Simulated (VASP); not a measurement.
# HC12 (a cell with a defect) in VASP: a series of runs

Runs on HC12 (a cell with a defect). Level: LDA. Tasks: single point.

All numbers are computed with VASP 6.6.1; they aren't measurements. Logs are shortened: lines on timing, memory, paths and dates and some standing lists are left out, and cuts for length are marked.

## (1) The cell of the first run

The cell holds a defect, 13 atoms: a = 4.325 Å, b = 4.325 Å, c = 4.325 Å, α = 80.41°, β = 70.53°, γ = 60.00°.

## (2) Single point, LDA

File INCAR:

```
PREC = Accurate
ENCUT = 520
EDIFF = 1E-6
ISMEAR = 0
SIGMA = 0.05
LREAL = False
LASPH = True
NELM = 100
ALGO = Normal
ISIF = 2
LWAVE = False
LCHARG = True
LELF = True
LVHAR = True
NBANDS = 36
NELECT = 48.0
```

File KPOINTS:

```
Automatic mesh
0
Gamma
  6 6 6
```

File POSCAR:

```
HC12
1.0
    1.7657489870     -3.5314979740     -1.7657489870
    3.5314979740     -1.7657489870      1.7657489870
   -1.7657489870     -3.5314979740      1.7657489870
C H
12 1
Direct
    0.2500000000      1.0000000000      0.2500000000
    0.0833333333      0.3333333333      0.7500000000
    0.9166666667      0.6666666667      0.2500000000
    0.7500000000      1.0000000000      0.7500000000
    0.5833333333      0.3333333333      0.2500000000
    0.4166666667      0.6666666667      0.7500000000
    0.9583333333      0.3333333333      0.1250000000
    0.7916666667      0.6666666667      0.6250000000
    0.6250000000      1.0000000000      0.1250000000
    0.4583333333      0.3333333333      0.6250000000
    0.2916666667      0.6666666667      0.1250000000
    0.1250000000      1.0000000000      0.6250000000
    1.3194444444      0.5277777778      0.2916666667
```

Potentials or basis: VASP PAW LDA potentials, release 64 (C, H).

Launch:

```
cat potpaw_LDA.64/C/POTCAR potpaw_LDA.64/H/POTCAR > POTCAR
mpirun -np 1 vasp_std > vasp.out
```

OUTCAR:

```text
PREC = Accurate
   ENCUT = 520
   EDIFF = 1E-6
   ISMEAR = 0
   LREAL = False
   LASPH = True
   NELM = 100
   ISIF = 2
   NELECT = 48.0

 ion  position               nearest neighbor table
   1  0.250  0.000  0.250-  11 1.53   9 1.53   7 1.53  12 1.53
   2  0.083  0.333  0.750-  12 1.53   8 1.53  10 1.53   7 1.53
   3  0.917  0.667  0.250-   8 1.53   9 1.53  11 1.53   7 1.53
   4  0.750  0.000  0.750-   8 1.53   9 1.53  10 1.53  12 1.53
   5  0.583  0.333  0.250-  13 1.00   9 1.53  10 1.53  11 1.53   7 1.53
   6  0.417  0.667  0.750-   8 1.53  11 1.53  12 1.53  10 1.53
   7  0.958  0.333  0.125-   1 1.53   2 1.53   5 1.53   3 1.53
   8  0.792  0.667  0.625-   4 1.53   3 1.53   2 1.53   6 1.53
   9  0.625  0.000  0.125-   5 1.53   3 1.53   4 1.53   1 1.53
  10  0.458  0.333  0.625-   2 1.53   4 1.53   5 1.53   6 1.53
  11  0.292  0.667  0.125-  13 0.86   1 1.53   5 1.53   6 1.53   3 1.53
  12  0.125  0.000  0.625-   2 1.53   1 1.53   4 1.53   6 1.53
  13  0.319  0.528  0.292-  11 0.86   5 1.00

  LATTYP: Found a base centered monoclinic cell.
 ALAT       =     4.3251840320
 B/A-ratio  =     1.7320508076
 C/A-ratio  =     1.0000000000
 COS(beta)  =    -0.3333333333

  Lattice vectors:

 A1 = (   1.7657489870,   1.7657489870,   3.5314979740)
 A2 = (  -3.5314979740,   1.7657489870,  -1.7657489870)
 A3 = (  -1.7657489870,  -3.5314979740,   1.7657489870)

Analysis of symmetry for initial positions (statically):
=====================================================================
 Subroutine PRICEL returns:
 Original cell was already a primitive cell.

 Routine SETGRP: Setting up the symmetry group for a
 base centered monoclinic supercell.

 Subroutine GETGRP returns: Found  1 space group operations
 (whereof  1 operations were pure point group operations)
 out of a pool of  4 trial point group operations.

The static configuration has the point symmetry C_1 .

Analysis of symmetry for dynamics (positions and initial velocities):
=====================================================================
 Subroutine PRICEL returns:
 Original cell was already a primitive cell.

 Routine SETGRP: Setting up the symmetry group for a
 base centered monoclinic supercell.

 Subroutine GETGRP returns: Found  1 space group operations
 (whereof  1 operations were pure point group operations)
 out of a pool of  4 trial point group operations.

The dynamic configuration has the point symmetry C_1 .

 Subroutine INISYM returns: Found  1 space group operations
 (whereof  1 operations are pure point group operations),
 and found     1 'primitive' translations

----------------------------------------------------------------------------------------

                                     Primitive cell

  volume of cell :      66.0645

  direct lattice vectors                    reciprocal lattice vectors
     1.765748987 -3.531497974 -1.765748987     0.047194326 -0.141582978 -0.235971630
     3.531497974 -1.765748987  1.765748987     0.188777304  0.000000000  0.188777304
    -1.765748987 -3.531497974  1.765748987    -0.141582978 -0.141582978  0.141582978

  length of vectors
     4.325184032  4.325184032  4.325184032     0.279205398  0.266971424  0.245228911

  position of ions in fractional coordinates (direct lattice)
     0.250000000  0.000000000  0.250000000
     0.083333333  0.333333333  0.750000000
     0.916666667  0.666666667  0.250000000
     0.750000000  0.000000000  0.750000000
     0.583333333  0.333333333  0.250000000
     0.416666667  0.666666667  0.750000000
     0.958333333  0.333333333  0.125000000
     0.791666667  0.666666667  0.625000000
     0.625000000  0.000000000  0.125000000
     0.458333333  0.333333333  0.625000000
     0.291666667  0.666666667  0.125000000
     0.125000000  0.000000000  0.625000000
     0.319444444  0.527777778  0.291666667

  ion indices of the primitive-cell ions
   primitive index   ion index
                 1           1
                 2           2
                 3           3
                 4           4
                 5           5
[... 49 lines left out ...]
     AMIX_MAG =   1.60;   BMIX_MAG =  1.00
  volume/ion in A,a.u.               =       5.08        34.29
  Fermi-wavevector in a.u.,A,eV,Ry     =   1.471745  2.781195 29.470667  2.166033
  Thomas-Fermi vector in A             =   2.586844
   LORBIT       =      0    0 simple, 1 ext, 2 COOP (PROOUT), +10 PAW based schemes
   GGA     = CA    functional components
   LHFCALC =     F    Hartree Fock is set to
   AEXX    =    0.0000 exact exchange contribution
   IVDW    =     0    specifies the selected vdW correction
   LEPSILON=     F    determine dielectric tensor
   LRPA    =     F    only Hartree local field effects (RPA)
 non-spin polarized calculation
 Gauss-broadening in eV      SIGMA  =   0.05
  energy-cutoff  :      520.00
  volume of cell :       66.06
 maximum number of plane-waves:      1807
   NGX = 17   NGY = 17   NGZ = 17

 number of electron      47.9999998 magnetization

 Free energy of the ion-electron system (eV)
  ---------------------------------------------------
  ext. energy  EPLUGINS =         0.00000000
  ---------------------------------------------------
  free energy    TOTEN  =      -128.95032834 eV

  energy without entropy =     -128.95032834  energy(sigma->0) =     -128.95032834

 E-fermi :  10.5388     XC(G=0): -13.6313

 val. band max:       10.3297234591   @ k =   0.0000   0.0000   0.0000
 cond. band min:      13.6564903801   @ k =  -0.3333   0.3333   0.3333
 fundamental gap:      3.3267669210
 Fermi energy:        10.5387631630

 k-point     1 :       0.0000    0.0000    0.0000
  band No.  band energies     occupation
      1     -12.8292      2.00000
      2      -8.1486      2.00000
      3      -4.8934      2.00000
      4      -4.0235      2.00000
      5      -3.6005      2.00000
      6      -3.4701      2.00000
[... 28 lines left out ...]
     35      20.0968      0.00000
     36      20.6845      0.00000
[... 866 lines left out ...]
      6      -4.3567      2.00000
[... 28 lines left out ...]
     35      19.7158      0.00000
     36      20.5221      0.00000

 [... further k-points ...]

------------------------ aborting loop because EDIFF is reached ----------------------------------------

  FORCE on cell =-STRESS in cart. coord.  units (eV):
  Direction    XX          YY          ZZ          XY          YZ          ZX
  --------------------------------------------------------------------------------------
  -------------------------------------------------------------------------------------
  Total        1.2695574     -3.7770357     -4.4435382      7.7838231      4.0159817      1.6654857
  in kB       30.7889419    -91.5995888   -107.7634179    188.7710528     97.3944399     40.3908835
  external PRESSURE =     -56.1913549 kB  Pullay stress =       0.0000000 kB

 VOLUME and BASIS-vectors are now :
 -----------------------------------------------------------------------------
  energy-cutoff  :      520.00
  volume of cell :       66.06
      direct lattice vectors                 reciprocal lattice vectors
     1.765748987 -3.531497974 -1.765748987     0.047194326 -0.141582978 -0.235971630
     3.531497974 -1.765748987  1.765748987     0.188777304  0.000000000  0.188777304
    -1.765748987 -3.531497974  1.765748987    -0.141582978 -0.141582978  0.141582978

 POSITION                                       TOTAL-FORCE (eV/Angst)
 -----------------------------------------------------------------------------------
      0.00000     -1.76575      0.00000        -0.198568     -0.442178      0.346211
     -0.00000     -3.53150      1.76575        -0.101254      0.245018     -0.038490
      3.53150     -5.29725     -0.00000        -0.513937      1.059490      1.270399
      0.00000     -5.29725      0.00000         0.255190      0.154611     -0.237215
      1.76575     -3.53150      0.00000        -2.861909     -5.196732     -8.912576
      1.76575     -5.29725      1.76575         0.013624      0.150691     -0.904621
      2.64862     -4.41437     -0.88287         0.794109      0.275498     -0.063714
      2.64862     -6.18012      0.88287        -0.220051     -0.291947      0.347558
      0.88287     -2.64862     -0.88287         0.413096      0.596722     -0.148794
      0.88287     -4.41437      0.88287        -0.976609     -1.033246      0.448508
      2.64862     -2.64862      0.88287        17.808915     10.792539      1.602607
     -0.88287     -2.64862      0.88287        -0.306215     -0.277974      0.439478
      1.91289     -3.09006      0.88287       -14.106391     -6.032494      5.850648
 -----------------------------------------------------------------------------------
    total drift:                                0.000025     -0.000041     -0.000157

  FREE ENERGIE OF THE ION-ELECTRON SYSTEM (eV)
  ---------------------------------------------------
  free  energy   TOTEN  =      -128.9503283368 eV

  energy  without entropy=     -128.9503283368  energy(sigma->0) =     -128.95032834
```

Run time: 3.8 min. Hardware: 1 thread of Intel Xeon 8259CL, shared host; peak memory 0.28 GiB.

Results:

- Free energy: -128.9503 eV
- Largest force: 20.886 eV/Å

Forces in eV/Å, atoms in the order of the input:
```
C    -0.199  -0.442   0.346
C    -0.101   0.245  -0.038
C    -0.514   1.059   1.270
C     0.255   0.155  -0.237
C    -2.862  -5.197  -8.913
C     0.014   0.151  -0.905
C     0.794   0.275  -0.064
C    -0.220  -0.292   0.348
C     0.413   0.597  -0.149
C    -0.977  -1.033   0.449
C    17.809  10.793   1.603
C    -0.306  -0.278   0.439
H   -14.106  -6.032   5.851
```

Caveat: the cell carries a net charge on a neutralising background, which shifts energy and pressure; the cell is charged against a uniform background, so pressure and absolute levels hang on convention.

## (3) Single point, LDA

File INCAR:

```
SYSTEM = HC12
PREC = Accurate
ENCUT = 520
EDIFF = 1E-6
ISMEAR = 0
SIGMA = 0.05
LREAL = .False.
LASPH = .True.
NELM = 80
ALGO = Normal
ISIF = 2
LWAVE = .False.
LCHARG = .False.
NELECT = 48.0
NBANDS = 36
```

File KPOINTS:

```
Automatic mesh
0
Gamma
  6 6 6
  0 0 0
```

POSCAR, as its differences from that of step 2:

```diff
@@ -20,2 +20,2 @@
     0.1250000000      1.0000000000      0.6250000000
-    1.3194444444      0.5277777778      0.2916666667
+    1.1527777778      0.5277777778      0.1250000000
```

Potentials or basis: VASP PAW LDA potentials, release 64 (C, H).

Launch:

```
cat potpaw_LDA.64/C/POTCAR potpaw_LDA.64/H/POTCAR > POTCAR
mpirun -np 1 vasp_std > vasp.out
```

Wall time 3.9 min (1 thread of Intel Xeon 8259CL, shared host); peak memory 0.28 GiB.

The run converged. Its results:

```yaml
Free_energy: -129.9100 eV
Largest_force: 16.097 eV/Å
```

Forces in eV/Å, atoms in the order of the input:
```
C    -0.655  -0.312   0.720
C     0.217   0.264  -0.243
C    -3.403   3.153  15.414
C     0.286   0.205  -0.248
C    -0.417  -0.885   0.138
C     0.784   0.665  -0.568
C    -1.490   2.056  -0.723
C    -0.335  -0.801  -0.018
C     0.459   0.401  -0.911
C    -0.123  -0.069   0.025
C     6.335  -6.070  -1.860
C    -0.245  -0.129   0.276
H    -1.413   1.520 -12.000
```

Levels at points of the mesh, in eV from the Fermi level:
```
           k point  band 20  band 21  band 22  band 23  band 24  band 25  band 26  band 27  band 28  band 29
(0.00, 0.00, 0.00)    -3.59    -3.35    -0.52    -0.35    -0.24     4.14     4.81     5.10     5.75     6.32
(0.50, 0.00, 0.00)    -4.81    -4.59    -4.45    -2.54    -2.33     4.79     5.40     6.25     6.49     7.86
(0.50, 0.50, 0.00)    -4.85    -4.74    -4.41    -2.34    -2.27     3.86     6.14     6.27     6.43     7.76
(0.00, 0.50, 0.00)    -5.10    -3.34    -3.16    -2.25    -1.46     4.06     4.33     6.05     6.96     7.58
(0.00, 0.00, 0.50)    -5.43    -3.13    -2.72    -1.65    -1.64     5.30     6.43     6.66     7.01     7.07
(0.50, 0.00, 0.50)    -4.05    -3.90    -3.62    -3.14    -3.08     3.93     4.37     4.91     5.92     6.32
(0.50, 0.50, 0.50)    -4.00    -3.83    -3.61    -3.14    -3.11     3.28     4.47     5.14     5.91     6.88
(0.00, 0.50, 0.50)    -4.84    -4.80    -4.48    -4.12    -4.07     5.10     5.31     5.81     6.20     6.23
```

Caveat: the cell carries a net charge on a neutralising background, which shifts energy and pressure; the cell is charged against a uniform background, so pressure and absolute levels hang on convention.

## (4) Single point, LDA

File INCAR:

```
SYSTEM = HC12
  PREC = Accurate
  ENCUT = 520
  EDIFF = 1E-7
  ISMEAR = 0
  SIGMA = 0.05
  LREAL = .False.
  LASPH = .True.
  NELM = 80
  ALGO = Normal
  ISIF = 2
  LWAVE = .False.
  LCHARG = .True.
  GGA = CA
  LELF = .True.
  LVHAR = .True.
  NBANDS = 36
  NELECT = 48.0
```

File KPOINTS:

```
regular mesh
0
Gamma
  6 6 6
  0 0 0
```

POSCAR, as its differences from that of step 3:

```diff
@@ -20,2 +20,2 @@
     0.1250000000      1.0000000000      0.6250000000
-    1.1527777778      0.5277777778      0.1250000000
+    1.1805555556      0.5555555556      0.1250000000
```

Launch:

```
cat potpaw_LDA.64/C/POTCAR potpaw_LDA.64/H/POTCAR > POTCAR
mpirun -np 1 vasp_std > vasp.out
```

Wall time 2.8 min (1 thread of Intel Xeon Platinum 8488C (Sapphire Rapids), shared host); peak memory 0.27 GiB.

It converged, with:

```
Free energy   : -128.2639 eV
Largest force : 24.024 eV/Å
```

Forces on the atoms (eV/Å):
```
C    -0.626  -0.285   0.811
C     0.164   0.199  -0.220
C    -4.487   4.258  10.433
C     0.261   0.182  -0.222
C    -0.484  -1.107  -0.110
C     1.042   0.798  -0.767
C    -0.572   1.188  -0.441
C    -0.144  -0.909  -0.022
C     0.524   0.299  -0.805
C    -0.153  -0.049   0.108
C    17.010 -16.842  -2.037
C    -0.246  -0.109   0.259
H   -12.290  12.378  -6.987
```

Levels at points of the mesh, in eV from the Fermi level:
| k point | band 21 | band 22 | band 23 | band 24 | band 25 | band 26 | band 27 | band 28 |
| --- | --- | --- | --- | --- | --- | --- | --- | --- |
| (0.00, 0.00, 0.00) | -3.29 | -0.56 | -0.31 | -0.24 | 3.81 | 4.91 | 5.10 | 5.83 |
| (0.50, 0.00, 0.00) | -4.61 | -4.40 | -2.41 | -2.37 | 4.41 | 5.66 | 6.27 | 6.47 |
| (0.50, 0.50, 0.00) | -4.69 | -4.39 | -2.36 | -2.26 | 4.49 | 6.07 | 6.23 | 6.50 |
| (0.00, 0.50, 0.00) | -3.28 | -3.17 | -2.32 | -1.40 | 3.79 | 4.44 | 6.45 | 6.63 |
| (0.00, 0.00, 0.50) | -3.33 | -2.64 | -1.64 | -1.62 | 5.29 | 6.52 | 6.73 | 7.04 |
| (0.50, 0.00, 0.50) | -3.91 | -3.56 | -3.11 | -3.06 | 3.50 | 4.47 | 4.76 | 5.99 |
| (0.50, 0.50, 0.50) | -3.88 | -3.58 | -3.13 | -3.07 | 3.67 | 4.36 | 5.00 | 5.99 |
| (0.00, 0.50, 0.50) | -4.79 | -4.41 | -4.10 | -4.05 | 5.22 | 5.44 | 5.77 | 6.26 |

Caveat: the cell carries a net charge on a neutralising background, which shifts energy and pressure; the cell is charged against a uniform background, so pressure and absolute levels hang on convention.

## (5) Single point, LDA

File INCAR:

```
  ALGO = Normal
  EDIFF = 1E-6
  ENCUT = 520
  GGA = CA
  ISIF = 2
  ISMEAR = 0
  LASPH = True
  LCHARG = False
  LREAL = False
  LWAVE = False
  NBANDS = 36
  NELECT = 48.0
  NELM = 80
  PREC = Accurate
  SIGMA = 0.05
```

File KPOINTS:

```
k-points
0
Gamma
  6 6 6
```

POSCAR, as its differences from that of step 4:

```diff
@@ -20,2 +20,2 @@
     0.1250000000      1.0000000000      0.6250000000
-    1.1805555556      0.5555555556      0.1250000000
+    1.0694444444      0.2777777778      0.2916666667
```

Launch:

```
cat potpaw_LDA.64/C/POTCAR potpaw_LDA.64/H/POTCAR > POTCAR
mpirun -np 1 vasp_std > vasp.out
```

Run time: 2.2 min. Hardware: 1 thread of Intel Xeon Platinum 8488C (Sapphire Rapids), shared host; peak memory 0.27 GiB.

It converged, with:

| Quantity | Value |
| --- | --- |
| Free energy | -130.2869 eV |
| Largest force | 14.121 eV/Å |

Forces on the atoms (eV/Å):
```
C   -4.584 -1.742 -6.240
C    0.311 -0.486 -0.656
C    1.526 -0.719  1.661
C    0.112  0.304 -0.156
C   -0.382 -0.509  0.355
C    0.251  0.180 -0.184
C    4.612 13.297  1.152
C   -0.325 -0.388  0.650
C    0.404  0.262 -0.522
C   -0.114 -0.222  0.140
C    0.426  0.799 -0.104
C   -1.171 -0.825  0.489
H   -1.067 -9.951  3.415
```

Levels at points of the mesh, in eV from the Fermi level:
| k point | band 21 | band 22 | band 23 | band 24 | band 25 | band 26 | band 27 | band 28 |
| --- | --- | --- | --- | --- | --- | --- | --- | --- |
| (0.00, 0.00, 0.00) | -3.29 | -0.57 | -0.37 | -0.26 | 4.19 | 5.05 | 5.14 | 5.86 |
| (0.50, 0.00, 0.00) | -4.72 | -4.42 | -2.67 | -2.17 | 4.86 | 5.14 | 6.22 | 6.65 |
| (0.50, 0.50, 0.00) | -4.67 | -4.46 | -2.91 | -2.13 | 5.02 | 5.88 | 6.17 | 6.46 |
| (0.00, 0.50, 0.00) | -3.29 | -3.20 | -1.74 | -1.63 | 3.31 | 4.47 | 6.57 | 7.38 |
| (0.00, 0.00, 0.50) | -3.02 | -2.59 | -1.71 | -1.69 | 5.04 | 6.36 | 6.53 | 7.07 |
| (0.50, 0.00, 0.50) | -3.96 | -3.68 | -3.21 | -3.11 | 4.12 | 4.22 | 4.99 | 5.66 |
| (0.50, 0.50, 0.50) | -4.04 | -3.67 | -3.20 | -3.11 | 3.88 | 4.35 | 5.18 | 5.86 |
| (0.00, 0.50, 0.50) | -4.81 | -4.46 | -4.12 | -4.09 | 3.77 | 5.48 | 5.92 | 6.12 |

Caveat: the cell carries a net charge on a neutralising background, which shifts energy and pressure; the cell is charged against a uniform background, so pressure and absolute levels hang on convention.

## (6) Single point, LDA

File INCAR:

```
PREC = Accurate ; ENCUT = 520
EDIFF = 1E-6 ; ISMEAR = 0
SIGMA = 0.05 ; LREAL = F
LASPH = T ; NELM = 100
ALGO = Normal ; ISIF = 2
LWAVE = F ; LCHARG = F
NELECT = 48.0 ; NBANDS = 36
```

File KPOINTS:

```
Automatic mesh
0
Gamma
  6 6 6
```

POSCAR, as its differences from that of step 5:

```diff
@@ -20,2 +20,2 @@
     0.1250000000      1.0000000000      0.6250000000
-    1.0694444444      0.2777777778      0.2916666667
+    1.2916666667      0.5000000000      0.2916666667
```

Potentials or basis: VASP PAW LDA potentials, release 64 (C, H).

Launch:

```
cat potpaw_LDA.64/C/POTCAR potpaw_LDA.64/H/POTCAR > POTCAR
mpirun -np 1 vasp_std > vasp.out
```

It took 2.5 min on 1 thread of Intel Xeon Platinum 8488C (Sapphire Rapids), shared host; peak memory 0.27 GiB.

The run converged. Its results:

```
Free energy   : -130.2927 eV
Largest force : 14.048 eV/Å
```

Forces on the atoms (eV/Å):
```
C   -0.587 -0.438  0.243
C   -0.182  0.181  0.012
C   -0.678  1.654  1.788
C    0.258  0.143 -0.232
C   -1.691 -4.660 -6.269
C   -0.051  0.344 -0.791
C    0.780  0.325 -0.152
C   -0.315 -0.327  0.500
C    0.343  0.476 -0.441
C   -0.828 -1.015  0.388
C   13.210  4.643  1.133
C   -0.295 -0.254  0.390
H   -9.965 -1.072  3.432
```

Levels at points of the mesh, in eV from the Fermi level:
```tsv
k point	band 21	band 22	band 23	band 24	band 25	band 26	band 27	band 28
(0.00, 0.00, 0.00)	-3.30	-0.58	-0.38	-0.28	4.20	5.02	5.11	5.59
(0.50, 0.00, 0.00)	-4.83	-4.42	-2.48	-2.19	3.71	5.99	6.18	6.53
(0.50, 0.50, 0.00)	-4.60	-4.49	-2.93	-2.23	4.96	5.59	6.18	6.66
(0.00, 0.50, 0.00)	-3.42	-3.16	-1.99	-1.67	4.16	4.20	5.48	7.41
(0.00, 0.00, 0.50)	-3.04	-2.63	-1.73	-1.71	5.11	6.32	6.67	6.99
(0.50, 0.00, 0.50)	-3.76	-3.72	-3.21	-3.17	3.33	4.45	5.44	5.69
(0.50, 0.50, 0.50)	-3.99	-3.66	-3.18	-3.12	3.87	4.32	5.29	5.74
(0.00, 0.50, 0.50)	-4.75	-4.55	-4.16	-4.13	4.69	4.96	5.89	6.03
```

Caveat: the cell carries a net charge on a neutralising background, which shifts energy and pressure; the cell is charged against a uniform background, so pressure and absolute levels hang on convention.
